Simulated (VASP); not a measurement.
Here is a VASP 6.6.1 calculation.

File INCAR:

```
SYSTEM = NaCl
  PREC = Accurate
  ENCUT = 400
  EDIFF = 1E-8
  ISMEAR = -1
  SIGMA = 0.02
  LREAL = .FALSE.
  LASPH = .TRUE.
  NELM = 120
  ALGO = Normal
  ISIF = 2
  LWAVE = .FALSE.
  LCHARG = .FALSE.
  GGA = PS
  LEFG = .TRUE.
  NBANDS = 14
  GGA_COMPAT = .FALSE.
```

KPOINTS

```
regular mesh
0
G
  8 8 8
  0 0 0
```

Contents of POSCAR:

```
NaCl
1.0
    2.8695017309      0.0000000000      0.0000000000
    0.0000000000      2.8695017309      0.0000000000
    0.0000000000      0.0000000000      2.8695017309
Na Cl
1 1
Direct
    0.0000000000      0.0000000000      0.0000000000
    0.5000000000      0.5000000000      0.5000000000
```

Potentials or basis: VASP PAW PBE potentials, release 64 (Na_pv, Cl).

Launch:

```sh
$ cat potpaw_PBE.64/Na_pv/POTCAR potpaw_PBE.64/Cl/POTCAR > POTCAR
$ mpirun -np 1 vasp_std > vasp.out
```

Problem. What does it give for the pressure?

Solution. 57.3 GPa.

Problem. Estimate the band gap on the k mesh.

Solution. 4.24 eV, direct.

Caveat: without QUAD_EFG the Cq values of the log hold for a quadrupole moment of 1 mb, not for the nuclei; the PAW data sets were made with another functional, which shifts forces and pressure a little. A k mesh can miss the band edges.
